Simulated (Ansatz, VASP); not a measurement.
Hf2N in VASP and in Ansatz

```
CELL_PARAMETERS angstrom
5.28003 0.00000 0.00000
0.00000 5.28003 0.00000
0.00000 0.00000 3.23851
ATOMIC_POSITIONS crystal
Hf 0.29394 0.29394 0.00000
Hf 0.70606 0.70606 0.00000
Hf 0.79394 0.20606 0.50000
Hf 0.20606 0.79394 0.50000
N 0.00000 0.00000 0.00000
N 0.50000 0.50000 0.50000
```

Alike in both runs: functional PBEsol; k mesh 2 × 2 × 4; occupations gaussian, width 0.1 eV; no spin polarisation.

Ansatz relaxed the structure, and its values are those at the end. VASP's run is a single point on that final structure, the one shown.

|  | VASP | Ansatz |
| --- | --- | --- |
| version | VASP 6.6.1 | Ansatz 0.2.0 |
| potentials or method | VASP PAW PBE potentials, release 64 (Hf_pv, N), cutoff 520 eV | scalar-relativistic, plane waves, PAW |
| valence electrons in the cell | 50 | 114 |

Ansatz gave:

* gap on the k mesh at the Fermi level (eV): none
* pressure (GPa): 0.0

Problem. What did VASP give for the same quantities?

Solution. gap on the k mesh at the Fermi level (eV): none; pressure (GPa): -1.0.

VASP's potentials were made for PBE, not for PBEsol. A gap of «none» marks a metal or a gap that the smearing closes. VASP's potentials hold 50 valence electrons a cell and Ansatz's 114, so a difference there can come from the potentials and not from the codes.

The k mesh is coarse, so the values compare programs but aren't converged. Neither program's run includes spin-orbit coupling.
